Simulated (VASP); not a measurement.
# SiC5 (P6/mmm) in VASP: further runs, part 2 of 2

VASP 6.6.1. The steps go on from the part before.

## Step 5: Relaxation of cell and atoms, PBE

This run uses another cell than the first one, of 13.80 Å³/atom, 0.954 times its volume.

The input, INCAR:

```
SYSTEM = SiC5
ALGO = Normal
EDIFF = 1E-6
EDIFFG = -0.04
ENCUT = 600
GGA = PE
IBRION = 2
ISIF = 3
ISMEAR = 0
LASPH = .True.
LCHARG = .False.
LREAL = .False.
LWAVE = .False.
NELM = 60
NSW = 90
PREC = Accurate
SIGMA = 0.1
```

The input, KPOINTS:

```
k-points
0
Gamma
  12 12 1
  0 0 0
```

The input, POSCAR:

```
SiC5
1.0
    2.4411142620      0.0000000000      0.0000000000
   -1.2205571310      2.1140669644      0.0000000000
    0.0000000000      0.0000000000     16.0414804962
Si C
1 5
Direct
    0.0000000000      0.0000000000      0.5000000000
    0.0000000000      0.0000000000      0.0000000000
    0.3333333333      0.6666666667      0.7672688428
    0.6666666667      0.3333333333      0.7672688428
    0.3333333333      0.6666666667      0.2327311572
    0.6666666667      0.3333333333      0.2327311572
```

Potentials or basis: VASP PAW PBE potentials, release 64 (Si, C).

The run is started by

```sh
cat potpaw_PBE.64/Si/POTCAR potpaw_PBE.64/C/POTCAR > POTCAR
mpirun -np 1 vasp_std > vasp.out
```

OUTCAR:

```text
SYSTEM = SiC5
   EDIFF = 1E-6
   EDIFFG = -0.04
   ENCUT = 600
   GGA = PE
   IBRION = 2
   ISIF = 3
   ISMEAR = 0
   LASPH = .True.
   LREAL = .False.
   NELM = 60
   NSW = 90
   PREC = Accurate

 ion  position               nearest neighbor table
   1  0.000  0.000  0.500-
   2  0.000  0.000  0.000-
   3  0.333  0.667  0.767-   4 1.41   4 1.41   4 1.41
   4  0.667  0.333  0.767-   3 1.41   3 1.41   3 1.41
   5  0.333  0.667  0.233-   6 1.41   6 1.41   6 1.41
   6  0.667  0.333  0.233-   5 1.41   5 1.41   5 1.41

  LATTYP: Found a hexagonal cell.
 ALAT       =     2.4411142620
 C/A-ratio  =     6.5713763366

  Lattice vectors:

 A1 = (   2.4411142620,   0.0000000000,   0.0000000000)
 A2 = (  -1.2205571310,   2.1140669644,   0.0000000000)
 A3 = (   0.0000000000,   0.0000000000,  16.0414804962)

Analysis of symmetry for initial positions (statically):
=====================================================================
 Subroutine PRICEL returns:
 Original cell was already a primitive cell.

 Routine SETGRP: Setting up the symmetry group for a
[... 156 lines left out ...]
  energy-cutoff  :      600.00
  volume of cell :       82.78
 maximum number of plane-waves:      2799
 NGX is ok and might be reduce to    20
   NGX =  9   NGY =  9   NGZ = 65

--------------------------------------- Ionic step        1  -------------------------------------------

 number of electron      23.9999998 magnetization

 Free energy of the ion-electron system (eV)
  ---------------------------------------------------
  ext. energy  EPLUGINS =         0.00000000
  ---------------------------------------------------
  free energy    TOTEN  =       -44.98205692 eV

  energy without entropy =      -44.97507030  energy(sigma->0) =      -44.97856361

------------------------ aborting loop because EDIFF is reached ----------------------------------------

  FORCE on cell =-STRESS in cart. coord.  units (eV):
  Direction    XX          YY          ZZ          XY          YZ          ZX
  --------------------------------------------------------------------------------------
  -------------------------------------------------------------------------------------
  Total       -0.5906817     -0.5906817      0.0886917      0.0000000     -0.0000000     -0.0000000
  in kB      -11.4317514    -11.4317514      1.7164930      0.0000000     -0.0000000     -0.0000000
  external PRESSURE =      -7.0490032 kB  Pullay stress =       0.0000000 kB
[... 67 lines left out ...]
--------------------------------------- Ionic step        3  -------------------------------------------

 number of electron      23.9999998 magnetization

 Free energy of the ion-electron system (eV)
  ---------------------------------------------------
  ext. energy  EPLUGINS =         0.00000000
  ---------------------------------------------------
  free energy    TOTEN  =       -44.98312822 eV

  energy without entropy =      -44.97621708  energy(sigma->0) =      -44.97967265

 E-fermi :   2.6637     XC(G=0):  -8.8122

 val. band max:        2.5863084666   @ k =   0.2500   0.1667   0.0000
 cond. band min:       2.7278935279   @ k =   0.3333   0.2500   0.0000
 fundamental gap:      0.1415850613
 Fermi energy:         2.6637350887

 k-point     1 :       0.0000    0.0000    0.0000
  band No.  band energies     occupation
      1     -16.8086      2.00000
      2     -16.8085      2.00000
      3     -10.4245      2.00000
      4      -9.0685      2.00000
      5      -4.8576      2.00000
      6      -4.8098      2.00000
[... 383 lines left out ...]
  FREE ENERGIE OF THE ION-ELECTRON SYSTEM (eV)
  ---------------------------------------------------
  free  energy   TOTEN  =       -44.9831282225 eV

  energy  without entropy=      -44.9762170796  energy(sigma->0) =      -44.97967265

 reached required accuracy - stopping structural energy minimisation
```

OSZICAR:

```text
N       E                     dE             d eps       ncg     rms          rms(c)
DAV:   1     0.109383576156E+03    0.10938E+03   -0.12143E+04   608   0.146E+03
DAV:   2    -0.393376990342E+02   -0.14872E+03   -0.14658E+03   864   0.247E+02
DAV:   3    -0.481570370818E+02   -0.88193E+01   -0.86169E+01   760   0.666E+01
[... 27 lines left out ...]
DAV:   5    -0.449832874876E+02    0.53780E-02   -0.18024E-03   736   0.174E-01    0.529E-02
DAV:   6    -0.449831440686E+02    0.14342E-03   -0.46156E-05   656   0.405E-02    0.177E-02
DAV:   7    -0.449831512522E+02   -0.71836E-05   -0.36420E-06   752   0.114E-02    0.201E-02
DAV:   8    -0.449831280902E+02    0.23162E-04   -0.60373E-06   728   0.109E-02    0.163E-03
DAV:   9    -0.449831282225E+02   -0.13226E-06   -0.34998E-07   512   0.355E-03
   3 F= -.44983128E+02 E0= -.44979673E+02  d E =-.107130E-02
```

CONTCAR:

```text
SiC5
   1.00000000000000
     2.4367689055704527    0.0000000000000000   -0.0000000000000000
    -1.2183844527852263    2.1103037753436875   -0.0000000000000000
     0.0000000000000000   -0.0000000000000000   16.0457680640699571
  Si              C
     1     5
Direct
     0.0000000000000000    0.0000000000000000    0.5000000000000000
     0.0000000000000000    0.0000000000000000    0.0000000000000000
     0.3333333332999970    0.6666666667000030    0.7672636780891847
     0.6666666667000030    0.3333333332999970    0.7672636780891847
     0.3333333332999970    0.6666666667000030    0.2327363219108152
     0.6666666667000030    0.3333333332999970    0.2327363219108152

  0.00000000E+00  0.00000000E+00  0.00000000E+00
  0.00000000E+00  0.00000000E+00  0.00000000E+00
  0.00000000E+00  0.00000000E+00  0.00000000E+00
  0.00000000E+00  0.00000000E+00  0.00000000E+00
  0.00000000E+00  0.00000000E+00  0.00000000E+00
  0.00000000E+00  0.00000000E+00  0.00000000E+00
```

It took 42 s on 1 thread of AMD EPYC 9R45 (Zen 5), shared host; peak memory 0.19 GiB.

Results:

```
Free energy                            : -44.9831 eV
Relaxed volume                         : 13.75 Å³/atom
Relaxed cell                           : a = 2.437 Å, b = 2.437 Å, c = 16.046 Å, α = 90.00°, β = 90.00°, γ = 120.00°
Space group after relaxing (to 0.05 Å) : P6/mmm (No. 191)
Energy gained by relaxing              : 0.2 meV/atom
Ionic steps                            : 3
Pressure after relaxing                : 0.1 GPa
Largest force after relaxing           : 0.005 eV/Å
Band gap on the k mesh                 : 0.14 eV, indirect (least direct gap 0.63 eV)
```

Forces on the atoms (eV/Å):
```
Si   0.000  0.000  0.000
C    0.000  0.000  0.000
C    0.000  0.000 -0.005
C    0.000  0.000 -0.005
C    0.000  0.000  0.005
C    0.000  0.000  0.005
```

The path:
```csv
step,energy change (eV),largest force (eV/Å),pressure (GPa),volume (Å³)
1,0.0000,0.0046,-0.70,82.78
2,0.0019,0.0042,1.38,82.06
3,-0.0011,0.0045,0.06,82.51
```

Final structure:
```
Si C
1.0
     2.43677    0.00000    0.00000
    -1.21838    2.11030    0.00000
     0.00000    0.00000   16.04577
Si C
1 5
Direct
  0.00000 0.00000 0.50000
  0.00000 0.00000 0.00000
  0.33333 0.66667 0.76726
  0.66667 0.33333 0.76726
  0.33333 0.66667 0.23274
  0.66667 0.33333 0.23274
```

A k mesh can miss the band edges.

## Step 6: Overview

| task | cell | k mesh | cutoff (eV) | gap on the mesh (eV) | pressure (GPa) | relaxed volume (Å³/atom) |
| --- | --- | --- | --- | --- | --- | --- |
| relaxation of cell and atoms | relaxed from a = 2.440, b = 2.440, c = 16.839 Å, angles 90.0, 90.0, 120.0°, 6 atoms | 18 × 18 × 4 | 600 | none | 0.1 | 13.90 |
| single point | a = 2.441, b = 2.441, c = 16.041 Å, angles 90.0, 90.0, 120.0°, 6 atoms | 6 × 6 × 2 | 520 | 0.09 | 0.2 | - |
| single point | a = 2.438, b = 2.438, c = 16.182 Å, angles 90.0, 90.0, 120.0°, 6 atoms | 12 × 12 × 1 | 520 | 0.14 | 0.0 | - |
| relaxation of cell and atoms | relaxed from a = 2.441, b = 2.441, c = 16.041 Å, angles 90.0, 90.0, 120.0°, 6 atoms | 12 × 12 × 1 | 600 | 0.14 | 0.1 | 13.75 |

Alike in all rows: level PBE; potentials or basis VASP PAW PBE potentials, release 64 (Si, C); no spin polarisation; smearing gaussian 0.1 eV.

Caveats: some runs use coarse meshes.

Total energies depend on the potentials used, so only differences within one code and one set of settings carry meaning.
